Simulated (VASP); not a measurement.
# MnS (Rambergite) (P6_3mc) in VASP: further runs

Runs on MnS (Rambergite). Level: PBE. Tasks: single point.

Everything below comes from runs of VASP 6.6.1. Logs are shortened: lines on timing, memory, paths and dates and some standing lists are left out, and cuts for length are marked.

### Step 1. The cell of the first run

Symmetry: P6_3mc, No. 186, hexagonal system. Conventional cell: a = 3.480 Å, b = 3.480 Å, c = 6.033 Å, α = 90.00°, β = 90.00°, γ = 120.00°. Mn (site symmetry 3m) has 4 S at 2.17 to 2.20 Å within 2.9 Å. Within 2.9 Å of S (site symmetry 3m) lie 4 Mn at 2.17 to 2.20 Å.

### Step 2. Single point, PBE (volume scaled by 1.020)

Input file INCAR:

```
SYSTEM = MnS
ALGO = Normal ; EDIFF = 1E-7
ENCUT = 520 ; GGA = PE
ISIF = 2 ; ISMEAR = 0
LASPH = .TRUE. ; LCHARG = .FALSE.
LREAL = .FALSE. ; LWAVE = .FALSE.
NBANDS = 27 ; NELM = 80
PREC = Accurate ; SIGMA = 0.05
```

Input file KPOINTS:

```
k-points
0
G
  12 12 6
  0 0 0
```

Input file POSCAR:

```
MnS
1.0
    3.4800394201      0.0000000000      0.0000000000
   -1.7400197100      3.0138025440      0.0000000000
    0.0000000000      0.0000000000      6.0329516941
Mn S
2 2
Direct
    0.3333333333      0.6666666667      0.0098675978
    0.6666666667      0.3333333333      0.5098675978
    0.3333333333      0.6666666667      0.3751324022
    0.6666666667      0.3333333333      0.8751324022
```

Potentials or basis: VASP PAW PBE potentials, release 64 (Mn_pv, S).

Launch:

```
cat potpaw_PBE.64/Mn_pv/POTCAR potpaw_PBE.64/S/POTCAR > POTCAR
mpirun -np 1 vasp_std > vasp.out
```

OUTCAR:

```text
SYSTEM = MnS
   EDIFF = 1E-7
   ENCUT = 520
   GGA = PE
   ISIF = 2
   ISMEAR = 0
   LASPH = .TRUE.
   LREAL = .FALSE.
   NELM = 80
   PREC = Accurate

 ion  position               nearest neighbor table
   1  0.333  0.667  0.010-   4 2.17   4 2.17   4 2.17   3 2.20
   2  0.667  0.333  0.510-   3 2.17   3 2.17   3 2.17   4 2.20
   3  0.333  0.667  0.375-   2 2.17   2 2.17   2 2.17   1 2.20
   4  0.667  0.333  0.875-   1 2.17   1 2.17   1 2.17   2 2.20

  LATTYP: Found a hexagonal cell.
 ALAT       =     3.4800394201
 C/A-ratio  =     1.7335871712

  Lattice vectors:

 A1 = (   3.4800394201,   0.0000000000,   0.0000000000)
 A2 = (  -1.7400197100,   3.0138025440,   0.0000000000)
 A3 = (   0.0000000000,   0.0000000000,   6.0329516941)

Analysis of symmetry for initial positions (statically):
=====================================================================
 Subroutine PRICEL returns:
 Original cell was already a primitive cell.

 Routine SETGRP: Setting up the symmetry group for a
 hexagonal supercell.

 Subroutine GETGRP returns: Found 12 space group operations
 (whereof  6 operations were pure point group operations)
 out of a pool of 24 trial point group operations.

The static configuration has the point symmetry C_3v.
 The point group associated with its full space group is C_6v.

Analysis of symmetry for dynamics (positions and initial velocities):
=====================================================================
 Subroutine PRICEL returns:
 Original cell was already a primitive cell.

 Routine SETGRP: Setting up the symmetry group for a
 hexagonal supercell.

 Subroutine GETGRP returns: Found 12 space group operations
 (whereof  6 operations were pure point group operations)
 out of a pool of 24 trial point group operations.

The dynamic configuration has the point symmetry C_3v.
 The point group associated with its full space group is C_6v.

 Subroutine INISYM returns: Found 12 space group operations
 (whereof  6 operations are pure point group operations),
 and found     1 'primitive' translations

----------------------------------------------------------------------------------------

                                     Primitive cell

  volume of cell :      63.2745

  direct lattice vectors                    reciprocal lattice vectors
     3.480039420  0.000000000  0.000000000     0.287353067  0.165903370  0.000000000
    -1.740019710  3.013802544  0.000000000     0.000000000  0.331806741  0.000000000
     0.000000000  0.000000000  6.032951694     0.000000000  0.000000000  0.165756341

  length of vectors
     3.480039420  3.480039420  6.032951694     0.331806741  0.331806741  0.165756341

  position of ions in fractional coordinates (direct lattice)
     0.333333333  0.666666667  0.009867598
     0.666666667  0.333333333  0.509867598
     0.333333333  0.666666667  0.375132402
     0.666666667  0.333333333  0.875132402

  ion indices of the primitive-cell ions
   primitive index   ion index
                 1           1
                 2           2
                 3           3
                 4           4

----------------------------------------------------------------------------------------

 KPOINTS: k-points

Automatic generation of k-mesh.
 Grid dimensions read from file:
 generate k-points for:   12   12    6

 Generating k-lattice:

  Cartesian coordinates                     Fractional coordinates (reciprocal lattice)
     0.023946089  0.013825281  0.000000000     0.083333333  0.000000000  0.000000000
     0.000000000  0.027650562  0.000000000     0.000000000  0.083333333  0.000000000
     0.000000000  0.000000000  0.027626057     0.000000000  0.000000000  0.166666667

  Length of vectors
     0.027650562  0.027650562  0.027626057

  Shift w.r.t. Gamma in fractional coordinates (k-lattice)
     0.000000000  0.000000000  0.000000000

 Subroutine IBZKPT returns following result:
 ===========================================

 Found     76 irreducible k-points:

 Following reciprocal coordinates:
            Coordinates               Weight
  0.000000  0.000000  0.000000      1.000000
  0.083333  0.000000  0.000000      6.000000
  0.166667  0.000000  0.000000      6.000000
  0.250000  0.000000  0.000000      6.000000
  0.333333  0.000000  0.000000      6.000000
  0.416667  0.000000  0.000000      6.000000
[... 16 lines left out ...]
  0.250000  0.000000  0.166667     12.000000
  0.333333  0.000000  0.166667     12.000000
 [... further k-points ...]
   k-points           NKPTS =     76   k-points in BZ     NKDIM =     76   number of bands    NBANDS=     27
   number of dos      NEDOS =    301   number of ions     NIONS =      4
   total plane-waves  NPLWV =  37632
   dimension x,y,z NGX =    28 NGY =   28 NGZ =   48
   dimension x,y,z NGXF=    56 NGYF=   56 NGZF=   96
   ions per type =               2   2
   NGX,Y,Z   is equivalent  to a cutoff of  13.38, 13.38, 13.23 a.u.
   NGXF,Y,Z  is equivalent  to a cutoff of  26.75, 26.75, 26.45 a.u.
 SYSTEM =  MnS
   PREC   = accura    normal or accurate (medium, high low for compatibility)
   ISTART =      0    job   : 0-new  1-cont  2-samecut
   ICHARG =      2    charge: 1-file 2-atom 10-const
   ISPIN  =      1    spin polarized calculation?
   LNONCOLLINEAR =      F non collinear calculations
   LSORBIT =      F    spin-orbit coupling
   LASPH  =      T    aspherical Exc in radial PAW
   ENCUT  =  520.0 eV  38.22 Ry    6.18 a.u.   6.47  6.47 11.22*2*pi/ulx,y,z
   NELM   =     80;   NELMIN=  2; NELMDL= -5     # of ELM steps
   EDIFF  = 0.1E-06   stopping-criterion for ELM
   LREAL  =      F    real-space projection
   EDIFFG = 0.1E-05   stopping-criterion for IOM
   NSW    =      0    number of steps for IOM
   IBRION =     -1    ionic relax: 0-MD 1-quasi-New 2-CG
   NFREE  =      0    steps in history (QN), initial steepest desc. (CG)
   ISIF   =      2    stress and relaxation
   ISYM   =      2    0-nonsym 1-usesym 2-fastsym
   POTIM  = 0.5000    time-step for ionic-motion
   TEBEG  =    0.0;   TEEND  =   0.0 temperature during run
   PSTRESS=    0.0 pullay stress
   NELECT =      38.0000    total number of electrons
   NUPDOWN=      -1.0000    fix difference up-down
   EMIN   =  10.00;   EMAX   =-10.00  energy-range for DOS
   EFERMI =   0.00;   METHOD = LEGACY
   ISMEAR =     0;   SIGMA  =   0.05  broadening in eV -4-tet -1-fermi 0-gaus
   EFERMI_NEDOS =   21; number of points for ismear=-14 and -15
   IALGO  =     38    algorithm
   IMIX   =      4    mixing-type and parameters
     AMIX     =   0.40;   BMIX     =  1.00
     AMIX_MAG =   1.60;   BMIX_MAG =  1.00
  volume/ion in A,a.u.               =      15.82       106.75
  Fermi-wavevector in a.u.,A,eV,Ry     =   1.381210  2.610109 25.956399  1.907741
  Thomas-Fermi vector in A             =   2.506016
   LORBIT       =      0    0 simple, 1 ext, 2 COOP (PROOUT), +10 PAW based schemes
   GGA     = PE    functional components
   LHFCALC =     F    Hartree Fock is set to
   AEXX    =    0.0000 exact exchange contribution
   IVDW    =     0    specifies the selected vdW correction
   LEPSILON=     F    determine dielectric tensor
   LRPA    =     F    only Hartree local field effects (RPA)
 non-spin polarized calculation
 Gauss-broadening in eV      SIGMA  =   0.05
  energy-cutoff  :      520.00
  volume of cell :       63.27
 maximum number of plane-waves:      1734
 NGX is ok and might be reduce to    28
   NGX = 13   NGY = 13   NGZ = 23

 number of electron      38.0000017 magnetization

 Free energy of the ion-electron system (eV)
  ---------------------------------------------------
  ext. energy  EPLUGINS =         0.00000000
  ---------------------------------------------------
  free energy    TOTEN  =       -27.04059638 eV

  energy without entropy =      -27.03327374  energy(sigma->0) =      -27.03693506

 E-fermi :   6.9338     XC(G=0): -11.0138

 val. band max:        6.9337989881   @ k =   0.4167   0.1667   0.3333
 cond. band min:       6.9358606615   @ k =   0.3333   0.2500   0.5000
 fundamental gap:      0.0020616734
 Fermi energy:         6.9338268941

 k-point     1 :       0.0000    0.0000    0.0000
  band No.  band energies     occupation
      1     -40.8577      2.00000
      2     -40.8404      2.00000
      3     -40.7071      2.00000
      4     -40.7071      2.00000
      5     -40.7049      2.00000
      6     -40.7049      2.00000
[... 19 lines left out ...]
     26      12.7681      0.00000
     27      14.0768      0.00000

 k-point     2 :       0.0833    0.0000    0.0000
  band No.  band energies     occupation
      1     -40.8573      2.00000
      2     -40.8405      2.00000
      3     -40.7085      2.00000
      4     -40.7075      2.00000
      5     -40.7062      2.00000
      6     -40.7051      2.00000
[... 19 lines left out ...]
     26      13.0886      0.00000
     27      14.2547      0.00000

 k-point     3 :       0.1667    0.0000    0.0000
  band No.  band energies     occupation
      1     -40.8561      2.00000
      2     -40.8409      2.00000
      3     -40.7121      2.00000
      4     -40.7099      2.00000
      5     -40.7085      2.00000
      6     -40.7059      2.00000
[... 19 lines left out ...]
     26      13.6696      0.00000
     27      14.1025      0.00000

 k-point     4 :       0.2500    0.0000    0.0000
  band No.  band energies     occupation
      1     -40.8544      2.00000
      2     -40.8415      2.00000
      3     -40.7170      2.00000
      4     -40.7150      2.00000
      5     -40.7099      2.00000
      6     -40.7070      2.00000
[... 19 lines left out ...]
     26      13.3572      0.00000
     27      14.2708      0.00000
[... 516 lines left out ...]
      4     -40.7101      2.00000
      5     -40.7084      2.00000
      6     -40.7061      2.00000
[... 19 lines left out ...]
     26      13.6565      0.00000
     27      14.2162      0.00000

 k-point    23 :       0.2500    0.0000    0.1667
  band No.  band energies     occupation
      1     -40.8535      2.00000
      2     -40.8424      2.00000
      3     -40.7169      2.00000
      4     -40.7151      2.00000
      5     -40.7097      2.00000
      6     -40.7072      2.00000
[... 19 lines left out ...]
     26      13.5232      0.00000
     27      14.2937      0.00000

 k-point    24 :       0.3333    0.0000    0.1667
  band No.  band energies     occupation
      1     -40.8517      2.00000
      2     -40.8430      2.00000
      3     -40.7218      2.00000
      4     -40.7202      2.00000
      5     -40.7110      2.00000
      6     -40.7083      2.00000
[... 19 lines left out ...]
     26      13.1802      0.00000
     27      14.4363      0.00000

 [... further k-points ...]
[... 5 lines left out ...]
  --------------------------------------------------------------------------------------
  -------------------------------------------------------------------------------------
  Total       -0.9059240     -0.9059240     -0.9272620     -0.0000000      0.0000000      0.0000000
  in kB      -22.9389492    -22.9389493    -23.4792518     -0.0000000      0.0000000      0.0000000
  external PRESSURE =     -23.1190501 kB  Pullay stress =       0.0000000 kB

 VOLUME and BASIS-vectors are now :
 -----------------------------------------------------------------------------
  energy-cutoff  :      520.00
  volume of cell :       63.27
      direct lattice vectors                 reciprocal lattice vectors
     3.480039420  0.000000000  0.000000000     0.287353067  0.165903370  0.000000000
    -1.740019710  3.013802544  0.000000000     0.000000000  0.331806741  0.000000000
     0.000000000  0.000000000  6.032951694     0.000000000  0.000000000  0.165756341

 POSITION                                       TOTAL-FORCE (eV/Angst)
 -----------------------------------------------------------------------------------
     -0.00000      2.00920      0.05953         0.000000      0.000000      0.004817
      1.74002      1.00460      3.07601        -0.000000     -0.000000      0.004817
     -0.00000      2.00920      2.26316        -0.000000      0.000000     -0.004817
      1.74002      1.00460      5.27963         0.000000     -0.000000     -0.004817
 -----------------------------------------------------------------------------------
    total drift:                               -0.000001     -0.000001      0.000564

  FREE ENERGIE OF THE ION-ELECTRON SYSTEM (eV)
  ---------------------------------------------------
  free  energy   TOTEN  =       -27.0405963822 eV

  energy  without entropy=      -27.0332737387  energy(sigma->0) =      -27.03693506
```

Wall time 2.1 min (1 thread of Intel Xeon Platinum 8259CL at 2.50GHz (Skylake/Cascade Lake), shared host); peak memory 0.25 GiB.

Results:

- Free energy: -27.0406 eV
- Pressure: -2.3 GPa
- Largest force: 0.005 eV/Å
- Band gap on the k mesh: zero (band 19 reaches 7.92 eV, above the bottom of band 20 at 6.72 eV)

Forces in eV/Å, atoms in the order of the input:
```
Mn   0.000  0.000  0.005
Mn   0.000  0.000  0.005
S    0.000  0.000 -0.005
S    0.000  0.000 -0.005
```

Caveat: the run has no spin polarisation, though such a crystal can be magnetic; semilocal functionals often make such compounds metallic where correlation or magnetic order opens a gap, which also shifts bond lengths. Spin polarisation is off, so any magnetic state and its effect on volume and gap are missing.

### Step 3. Single point, PBE (volume scaled by 1.040)

Input file INCAR:

```
PREC     = Accurate       # precision mode
ENCUT    = 520            # plane-wave cutoff, eV
EDIFF    = 1E-6           # SCF threshold, eV
ISMEAR   = 0              # smearing method
SIGMA    = 0.05           # smearing width, eV
LREAL    = False          # projectors in reciprocal space
LASPH    = True           # aspherical terms in the spheres
NELM     = 80             # most SCF steps
ALGO     = Normal         # electronic algorithm
ISIF     = 2              # what is computed and relaxed
LWAVE    = False          # write WAVECAR
LCHARG   = True           # write CHGCAR
GGA      = PE             # functional
LELF     = True           # ELF
LVHAR    = True         
NBANDS   = 27             # bands
```

Input file KPOINTS:

```
Automatic mesh
0
Gamma
  12 12 6
```

Input file POSCAR:

```
MnS
1.0
    3.5104855115      0.0000000000      0.0000000000
   -1.7552427557      3.0401696326      0.0000000000
    0.0000000000      0.0000000000      6.0450092875
Mn S
2 2
Direct
    0.3333333333      0.6666666667      0.0091256492
    0.6666666667      0.3333333333      0.5091256492
    0.3333333333      0.6666666667      0.3758743508
    0.6666666667      0.3333333333      0.8758743508
```

Potentials or basis: VASP PAW PBE potentials, release 64 (Mn_pv, S).

Launch:

```
cat potpaw_PBE.64/Mn_pv/POTCAR potpaw_PBE.64/S/POTCAR > POTCAR
mpirun -np 1 vasp_std > vasp.out
```

Wall time 98 s (1 thread of Intel Xeon Platinum 8259CL at 2.50GHz (Skylake/Cascade Lake), shared host); peak memory 0.24 GiB.

It converged, with:

| Quantity | Value |
| --- | --- |
| Free energy | -27.0147 eV |
| Pressure | -4.4 GPa |
| Largest force | 0.005 eV/Å |
| Band gap on the k mesh | zero (band 19 reaches 7.72 eV, above the bottom of band 20 at 6.51 eV) |

Forces on the atoms (eV/Å):
```
Mn   0.000  0.000  0.005
Mn   0.000  0.000  0.005
S    0.000  0.000 -0.005
S    0.000  0.000 -0.005
```

Levels at points of the mesh, in eV from the Fermi level:
| k point | band 16 | band 17 | band 18 | band 19 | band 20 | band 21 | band 22 | band 23 |
| --- | --- | --- | --- | --- | --- | --- | --- | --- |
| (0.00, 0.00, 0.00) | -0.92 | -0.41 | -0.40 | -0.40 | 1.93 | 1.93 | 3.06 | 3.43 |
| (0.50, 0.00, 0.00) | -1.23 | -0.28 | -0.21 | -0.19 | -0.04 | 0.29 | 0.40 | 1.52 |
| (0.00, 0.00, 0.50) | -0.61 | -0.61 | -0.61 | 0.99 | 0.99 | 2.56 | 2.56 | 2.56 |
| (0.50, 0.00, 0.50) | -0.75 | -0.26 | -0.26 | -0.22 | -0.22 | 0.81 | 0.81 | 1.16 |

Caveat: the run has no spin polarisation, though such a crystal can be magnetic; semilocal functionals often make such compounds metallic where correlation or magnetic order opens a gap, which also shifts bond lengths. Spin polarisation is off, so any magnetic state and its effect on volume and gap are missing.

(Part 1 of 2 ends here.)
